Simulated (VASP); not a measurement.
# Rb32Cl33 (a cell with a defect) in VASP: single point with PBEsol

Aim: the single point of Rb32Cl33 (a cell with a defect) with PBEsol.

Everything below comes from runs of VASP 6.6.1. Logs are shortened: lines on timing, memory, paths and dates and some standing lists are left out, and cuts for length are marked.

### 1 The cell of the first run

The cell holds a defect, 65 atoms: a = 13.093 Å, b = 13.093 Å, c = 13.093 Å, α = 90.00°, β = 90.00°, γ = 90.00°.

### 2 Single point, PBEsol

The input, INCAR:

```
SYSTEM = Rb32Cl33
PREC = Accurate
ENCUT = 400
EDIFF = 1E-6
ISMEAR = -1
SIGMA = 0.05
LREAL = Auto
LASPH = .TRUE.
NELM = 120
ALGO = Normal
ISIF = 2
LWAVE = .FALSE.
LCHARG = .FALSE.
GGA = PS
NELECT = 518.0
ISYM = 0
NBANDS = 298
GGA_COMPAT = .FALSE.
NCORE = 4
```

The input, KPOINTS:

```
Automatic mesh
0
Gamma
  1 1 1
  0.25 0.25 0.25
```

The input, POSCAR:

```
Rb32Cl33
1.0
   13.0932160000      0.0000000000      0.0000000000
    0.0000000000     13.0932160000      0.0000000000
    0.0000000000      0.0000000000     13.0932160000
Cl Rb
33 32
Direct
    0.2500160000      0.9971290000      0.0000790000
    0.2537060000      0.9928190000      0.5000790000
    0.2455630000      0.4977530000      0.0000730000
    0.2328230000      0.4959160000      0.5000670000
    0.7493880000      0.0011560000      0.0000650000
    0.7507250000      0.0130860000      0.5000760000
    0.7443790000      0.5022810000      0.0000590000
    0.7454060000      0.5004390000      0.5000520000
    0.9970040000      0.2500910000      0.0000620000
    0.9927090000      0.2538110000      0.5000690000
    0.0010760000      0.7494520000      0.0000400000
    0.0130540000      0.7508300000      0.5000520000
    0.4976180000      0.2455980000      0.0000650000
    0.4958200000      0.2328250000      0.5000780000
    0.5021870000      0.7444240000      0.0000590000
    0.5004160000      0.7452420000      0.5000680000
    0.9992900000      0.9994050000      0.2519330000
    0.9993290000      0.9994180000      0.7482070000
    0.9917340000      0.5008290000      0.2517590000
    0.9917570000      0.5008260000      0.7483610000
    0.5006950000      0.9918100000      0.2517750000
    0.5007210000      0.9918280000      0.7483990000
    0.4939930000      0.4940480000      0.2558700000
    0.4940050000      0.4940630000      0.7442510000
    0.2474640000      0.2475260000      0.2520010000
    0.2474690000      0.2475210000      0.7481550000
    0.2544950000      0.7461500000      0.2517430000
    0.2544720000      0.7461420000      0.7484010000
    0.7460880000      0.2544930000      0.2517700000
    0.7460860000      0.2545590000      0.7483880000
    0.7523150000      0.7522780000      0.2558100000
    0.7522900000      0.7523510000      0.7442890000
    0.6229080000      0.6228540000      0.5000600000
    0.0002120000      0.0002950000      0.0000710000
    0.0058980000      0.0059880000      0.5000640000
    0.9960200000      0.4993210000      0.0000580000
    0.9977520000      0.5012540000      0.5000610000
    0.4992660000      0.9960560000      0.0000880000
    0.5011450000      0.9977240000      0.5000820000
    0.4939570000      0.4940070000      0.0000700000
    0.4606030000      0.4606230000      0.5000660000
    0.2467780000      0.2468990000      0.0000780000
    0.2406140000      0.2406980000      0.5000780000
    0.2505950000      0.7478790000      0.0000860000
    0.2481800000      0.7452490000      0.5000610000
    0.7477430000      0.2506680000      0.0000880000
    0.7451420000      0.2482000000      0.5000740000
    0.7525900000      0.7526900000      0.0000570000
    0.7851570000      0.7852020000      0.5000360000
    0.2500920000      0.9967750000      0.2490660000
    0.2501220000      0.9967500000      0.7510920000
    0.2423200000      0.4968110000      0.2473230000
    0.2423350000      0.4968180000      0.7528240000
    0.7499800000      0.0040190000      0.2472190000
    0.7500090000      0.0040880000      0.7529200000
    0.7435880000      0.5026130000      0.2422550000
    0.7435860000      0.5026700000      0.7578580000
    0.9966970000      0.2502030000      0.2490450000
    0.9966950000      0.2502000000      0.7510880000
    0.0040370000      0.7501050000      0.2471930000
    0.0040160000      0.7501180000      0.7529000000
    0.4967440000      0.2423790000      0.2473200000
    0.4967590000      0.2423900000      0.7528220000
    0.5026080000      0.7436380000      0.2422690000
    0.5025920000      0.7436700000      0.7578640000
```

Potentials or basis: VASP PAW PBE potentials, release 64 (Cl, Rb_sv).

Started as:

```bash
cat potpaw_PBE.64/Cl/POTCAR potpaw_PBE.64/Rb_sv/POTCAR > POTCAR
mpirun -np 4 vasp_std > vasp.out
```

OUTCAR:

```text
SYSTEM = Rb32Cl33
   PREC = Accurate
   ENCUT = 400
   EDIFF = 1E-6
   ISMEAR = -1
   LREAL = Auto
   LASPH = .TRUE.
   NELM = 120
   ISIF = 2
   GGA = PS
   NELECT = 518.0
   ISYM = 0

 ion  position               nearest neighbor table
   1  0.250  0.997  0.000-  50 3.26  51 3.26  44 3.26  38 3.26  42 3.27  34 3.27
   2  0.254  0.993  0.500-  39 3.24  45 3.24  35 3.25  43 3.25  51 3.29  50 3.29
   3  0.246  0.498  0.000-  53 3.24  52 3.24  40 3.25  36 3.27  44 3.28  42 3.28
   4  0.233  0.496  0.500-  41 3.02  37 3.08  45 3.27  52 3.31  53 3.31  43 3.34
   5  0.749  0.001  0.000-  55 3.24  54 3.24  48 3.25  46 3.27  38 3.28  34 3.28
   6  0.751  0.013  0.500-  49 3.02  47 3.08  39 3.27  55 3.31  54 3.31  35 3.34
   7  0.744  0.502  0.000-  56 3.17  57 3.17  48 3.28  40 3.28  46 3.29  36 3.30
   8  0.745  0.500  0.500-  33 2.27  47 3.30  37 3.30  56 3.38  57 3.38  49 3.76  41 3.77
   9  0.997  0.250  0.000-  59 3.26  58 3.26  36 3.26  46 3.26  42 3.27  34 3.27
  10  0.993  0.254  0.500-  37 3.24  47 3.24  35 3.25  43 3.25  59 3.29  58 3.29
  11  0.001  0.749  0.000-  61 3.24  60 3.24  48 3.25  44 3.27  36 3.28  34 3.28
  12  0.013  0.751  0.500-  49 3.02  45 3.08  37 3.27  61 3.31  60 3.31  35 3.34
  13  0.498  0.246  0.000-  63 3.24  62 3.24  40 3.25  38 3.27  46 3.28  42 3.28
  14  0.496  0.233  0.500-  41 3.02  39 3.08  47 3.27  63 3.31  62 3.31  43 3.34
  15  0.502  0.744  0.000-  65 3.17  64 3.17  48 3.28  40 3.28  44 3.29  38 3.29
  16  0.500  0.745  0.500-  33 2.27  45 3.30  39 3.31  65 3.38  64 3.38  41 3.76  49 3.76
  17  0.999  0.999  0.252-  35 3.25  60 3.27  54 3.27  58 3.28  50 3.28  34 3.30
  18  0.999  0.999  0.748-  35 3.25  61 3.27  55 3.27  59 3.28  51 3.28  34 3.30
  19  0.992  0.501  0.252-  56 3.25  37 3.25  60 3.27  52 3.28  58 3.28  36 3.30
  20  0.992  0.501  0.748-  57 3.25  37 3.25  61 3.27  53 3.28  59 3.28  36 3.30
  21  0.501  0.992  0.252-  64 3.25  39 3.25  54 3.27  62 3.28  50 3.28  38 3.30
  22  0.501  0.992  0.748-  65 3.25  39 3.25  55 3.27  63 3.28  51 3.28  38 3.30
[... 8 lines left out ...]
  31  0.752  0.752  0.256-  49 3.26  56 3.28  64 3.28  60 3.30  54 3.30  48 3.35
  32  0.752  0.752  0.744-  49 3.26  57 3.28  65 3.28  61 3.30  55 3.30  48 3.35
  33  0.623  0.623  0.500-  16 2.27   8 2.27  41 3.00  49 3.01  57 4.05  56 4.05  64 4.05  65 4.05
[... 51 lines left out ...]
  59  0.997  0.250  0.751-   9 3.26  30 3.28  20 3.28  26 3.28  18 3.28  10 3.29  53 4.56  55 4.56
                            43 4.58  35 4.59  46 4.61  36 4.61  34 4.62  42 4.62  37 4.65  47 4.65
  60  0.004  0.750  0.247-  11 3.24  17 3.27  19 3.27  27 3.28  31 3.30  12 3.31  49 4.40  52 4.55
                            50 4.56  44 4.57  45 4.60  34 4.60  36 4.61  48 4.62  37 4.65  54 4.70
  61  0.004  0.750  0.753-  11 3.24  18 3.27  20 3.27  28 3.28  32 3.30  12 3.31  49 4.40  53 4.55
                            51 4.56  44 4.57  45 4.60  34 4.60  36 4.61  48 4.62  37 4.65  55 4.70
  62  0.497  0.242  0.247-  13 3.24  25 3.27  29 3.27  21 3.28  23 3.30  14 3.31  41 4.40  54 4.55
                            50 4.56  38 4.57  42 4.60  39 4.61  46 4.61  40 4.62  47 4.64  56 4.70
  63  0.497  0.242  0.753-  13 3.24  26 3.27  30 3.27  22 3.28  24 3.30  14 3.31  41 4.40  55 4.55
                            51 4.56  38 4.57  42 4.60  39 4.61  46 4.61  40 4.62  47 4.64  57 4.70
  64  0.503  0.744  0.242-  15 3.17  27 3.25  21 3.25  23 3.27  31 3.28  16 3.38  33 4.05  56 4.46
                            40 4.56  48 4.56  44 4.58  38 4.58  50 4.68  52 4.70  54 4.70  39 4.74
  65  0.503  0.744  0.758-  15 3.17  28 3.25  22 3.25  24 3.27  32 3.28  16 3.38  33 4.05  57 4.46
                            40 4.56  48 4.56  44 4.58  38 4.58  51 4.68  53 4.70  55 4.70  39 4.74

IMPORTANT INFORMATION: All symmetrisations will be switched off!
NOSYMM: (Re-)initialisation of all symmetry stuff for point group C_1.

----------------------------------------------------------------------------------------

                                     Primitive cell

  volume of cell :    2244.6002

  direct lattice vectors                    reciprocal lattice vectors
    13.093216000  0.000000000  0.000000000     0.076375430  0.000000000  0.000000000
     0.000000000 13.093216000  0.000000000     0.000000000  0.076375430  0.000000000
     0.000000000  0.000000000 13.093216000     0.000000000  0.000000000  0.076375430

  length of vectors
    13.093216000 13.093216000 13.093216000     0.076375430  0.076375430  0.076375430

  position of ions in fractional coordinates (direct lattice)
     0.250016000  0.997129000  0.000079000
     0.253706000  0.992819000  0.500079000
     0.245563000  0.497753000  0.000073000
     0.232823000  0.495916000  0.500067000
     0.749388000  0.001156000  0.000065000
     0.750725000  0.013086000  0.500076000
[... 57 lines left out ...]
     0.502608000  0.743638000  0.242269000
     0.502592000  0.743670000  0.757864000

[... 96 lines left out ...]
  0.250000  0.250000  0.250000      2.000000
 -0.250000  0.250000  0.250000      2.000000
 -0.250000 -0.250000  0.250000      2.000000
  0.250000 -0.250000  0.250000      2.000000
   k-points           NKPTS =      4   k-points in BZ     NKDIM =      4   number of bands    NBANDS=    298
   number of dos      NEDOS =    301   number of ions     NIONS =     65
   total plane-waves  NPLWV = 729000
   dimension x,y,z NGX =    90 NGY =   90 NGZ =   90
   dimension x,y,z NGXF=   180 NGYF=  180 NGZF=  180
   ions per type =              33  32
   NGX,Y,Z   is equivalent  to a cutoff of  11.43, 11.43, 11.43 a.u.
   NGXF,Y,Z  is equivalent  to a cutoff of  22.85, 22.85, 22.85 a.u.
 SYSTEM =  Rb32Cl33
   PREC   = accura    normal or accurate (medium, high low for compatibility)
   ISTART =      0    job   : 0-new  1-cont  2-samecut
   ICHARG =      2    charge: 1-file 2-atom 10-const
   ISPIN  =      1    spin polarized calculation?
   LNONCOLLINEAR =      F non collinear calculations
   LSORBIT =      F    spin-orbit coupling
   LASPH  =      T    aspherical Exc in radial PAW
   ENCUT  =  400.0 eV  29.40 Ry    5.42 a.u.  21.35 21.35 21.35*2*pi/ulx,y,z
   NELM   =    120;   NELMIN=  2; NELMDL= -5     # of ELM steps
   EDIFF  = 0.1E-05   stopping-criterion for ELM
   LREAL  =      T    real-space projection
   EDIFFG = 0.1E-04   stopping-criterion for IOM
   NSW    =      0    number of steps for IOM
   IBRION =     -1    ionic relax: 0-MD 1-quasi-New 2-CG
   NFREE  =      0    steps in history (QN), initial steepest desc. (CG)
   ISIF   =      2    stress and relaxation
   ISYM   =      0    0-nonsym 1-usesym 2-fastsym
   POTIM  = 0.5000    time-step for ionic-motion
   TEBEG  =    0.0;   TEEND  =   0.0 temperature during run
   PSTRESS=    0.0 pullay stress
   NELECT =     518.0000    total number of electrons
   NUPDOWN=      -1.0000    fix difference up-down
   EMIN   =  10.00;   EMAX   =-10.00  energy-range for DOS
   EFERMI =   0.00;   METHOD = LEGACY
   ISMEAR =    -1;   SIGMA  =   0.05  broadening in eV -4-tet -1-fermi 0-gaus
   EFERMI_NEDOS =   21; number of points for ismear=-14 and -15
   IALGO  =     38    algorithm
   IMIX   =      4    mixing-type and parameters
     AMIX     =   0.40;   BMIX     =  1.00
     AMIX_MAG =   1.60;   BMIX_MAG =  1.00
  volume/ion in A,a.u.               =      34.53       233.04
  Fermi-wavevector in a.u.,A,eV,Ry     =   1.004165  1.897597 13.719399  1.008347
  Thomas-Fermi vector in A             =   2.136763
   LORBIT       =      0    0 simple, 1 ext, 2 COOP (PROOUT), +10 PAW based schemes
   GGA     = PS    functional components
   LHFCALC =     F    Hartree Fock is set to
   AEXX    =    0.0000 exact exchange contribution
   IVDW    =     0    specifies the selected vdW correction
   LEPSILON=     F    determine dielectric tensor
   LRPA    =     F    only Hartree local field effects (RPA)
 non-spin polarized calculation
  energy-cutoff  :      400.00
  volume of cell :     2244.60
 maximum number of plane-waves:     40759
 NGX is ok and might be reduce to    90
   NGX = 43   NGY = 43   NGZ = 43

 number of electron     518.0000012 magnetization

 Free energy of the ion-electron system (eV)
  ---------------------------------------------------
  ext. energy  EPLUGINS =         0.00000000
  ---------------------------------------------------
  free energy    TOTEN  =      -221.20319650 eV

  energy without entropy =     -221.20319649  energy(sigma->0) =     -221.20319649

 E-fermi :  -0.6929     XC(G=0):  -7.6293

 val. band max:       -1.7812061320   @ k =  -0.2500   0.2500   0.2500
 cond. band min:       0.3099870713   @ k =  -0.2500   0.2500   0.2500
 fundamental gap:      2.0911932033
 Fermi energy:        -0.6928627709

 k-point     1 :       0.2500    0.2500    0.2500
  band No.  band energies     occupation
      1     -25.8360      2.00000
      2     -25.8286      2.00000
      3     -25.6784      2.00000
      4     -25.6774      2.00000
      5     -25.6734      2.00000
      6     -25.6725      2.00000
[... 1085 lines left out ...]
    270       4.8573      0.00000
    271       4.8911      0.00000
 [bands above 271 left out]

------------------------ aborting loop because EDIFF is reached ----------------------------------------

  FORCE on cell =-STRESS in cart. coord.  units (eV):
  Direction    XX          YY          ZZ          XY          YZ          ZX
  --------------------------------------------------------------------------------------
  -------------------------------------------------------------------------------------
  Total        0.7546450      0.7494235     -3.2295463      1.3613603      0.0003130     -0.0002192
  in kB        0.5386595      0.5349324     -2.3052239      0.9717279      0.0002234     -0.0001565
  external PRESSURE =      -0.4105440 kB  Pullay stress =       0.0000000 kB

 VOLUME and BASIS-vectors are now :
 -----------------------------------------------------------------------------
  energy-cutoff  :      400.00
  volume of cell :     2244.60
      direct lattice vectors                 reciprocal lattice vectors
    13.093216000  0.000000000  0.000000000     0.076375430  0.000000000  0.000000000
     0.000000000 13.093216000  0.000000000     0.000000000  0.076375430  0.000000000
     0.000000000  0.000000000 13.093216000     0.000000000  0.000000000  0.076375430

 POSITION                                       TOTAL-FORCE (eV/Angst)
 -----------------------------------------------------------------------------------
      3.27351     13.05563      0.00103        -0.000370     -0.000414      0.000098
      3.32183     12.99919      6.54764         0.001733     -0.001260     -0.000066
      3.21521      6.51719      0.00096        -0.000185     -0.001054      0.000062
      3.04840      6.49314      6.54749        -0.004326     -0.000654      0.000027
      9.81190      0.01514      0.00085        -0.000881     -0.000947      0.000162
      9.82940      0.17134      6.54760        -0.001854      0.007872     -0.000202
[... 57 lines left out ...]
      6.58076      9.73661      3.17208         0.003224     -0.000426      0.003825
      6.58055      9.73703      9.92288         0.003389     -0.000647     -0.003942
 -----------------------------------------------------------------------------------
    total drift:                                0.000008     -0.000716     -0.000278

  FREE ENERGIE OF THE ION-ELECTRON SYSTEM (eV)
  ---------------------------------------------------
  free  energy   TOTEN  =      -221.2031964982 eV

  energy  without entropy=     -221.2031964894  energy(sigma->0) =     -221.20319649
```

Run time: 13 min. Hardware: 4 MPI ranks of AMD EPYC 7R43 (Zen 3), shared host; peak memory 0.6 GiB.

Results:

```
Free energy   : -221.2032 eV
Largest force : 0.012 eV/Å
```

Forces in eV/Å, atoms in the order of the input:
```
Cl   0.000  0.000  0.000
Cl   0.002 -0.001  0.000
Cl   0.000 -0.001  0.000
Cl  -0.004 -0.001  0.000
Cl  -0.001 -0.001  0.000
Cl  -0.002  0.008  0.000
Cl   0.000  0.000  0.000
Cl  -0.007  0.008  0.000
Cl   0.000  0.000  0.000
Cl  -0.001  0.001  0.000
Cl  -0.001  0.000  0.000
Cl   0.008 -0.002  0.000
Cl   0.000  0.000  0.000
Cl  -0.001 -0.005  0.000
Cl   0.000  0.000  0.000
Cl   0.007 -0.004  0.000
Cl   0.001  0.001 -0.002
Cl   0.001  0.001  0.002
Cl   0.004 -0.002 -0.002
Cl   0.003 -0.002  0.002
Cl  -0.001  0.003 -0.002
Cl  -0.001  0.003  0.002
Cl  -0.002 -0.002 -0.006
Cl  -0.002 -0.002  0.006
Cl   0.000  0.000 -0.002
Cl   0.000  0.000  0.002
Cl  -0.001 -0.001 -0.001
Cl  -0.001  0.000  0.001
Cl  -0.001 -0.001 -0.002
Cl  -0.001 -0.001  0.002
Cl   0.000  0.002 -0.007
Cl   0.001  0.001  0.007
Cl   0.003 -0.001  0.000
Rb   0.000  0.000  0.000
Rb  -0.003 -0.002  0.000
Rb  -0.002  0.000  0.000
Rb  -0.003  0.003  0.000
Rb  -0.001 -0.001  0.000
Rb   0.003 -0.003  0.000
Rb   0.001  0.002  0.000
Rb  -0.006 -0.006  0.000
Rb   0.000 -0.001  0.000
Rb  -0.001 -0.001  0.000
Rb   0.000 -0.001  0.000
Rb   0.001  0.002  0.000
Rb   0.000  0.001  0.000
Rb   0.002  0.002  0.000
Rb  -0.001 -0.002  0.000
Rb   0.008  0.008  0.000
Rb  -0.001 -0.001  0.000
Rb  -0.001  0.000  0.000
Rb   0.001  0.000  0.001
Rb   0.001  0.000 -0.001
Rb   0.001 -0.002  0.004
Rb   0.001 -0.003 -0.004
Rb   0.000  0.003  0.004
Rb   0.000  0.003 -0.004
Rb  -0.001 -0.001  0.001
Rb  -0.001 -0.001 -0.001
Rb  -0.003  0.000  0.004
Rb  -0.003  0.000 -0.004
Rb   0.000  0.001  0.001
Rb   0.000  0.001 -0.001
Rb   0.003  0.000  0.004
Rb   0.003 -0.001 -0.004
```

Caveat: the cell carries a net charge on a neutralising background, which shifts energy and pressure; the cell is charged against a uniform background, so pressure and absolute levels hang on convention; the PAW data sets were made with another functional, which shifts forces and pressure a little.
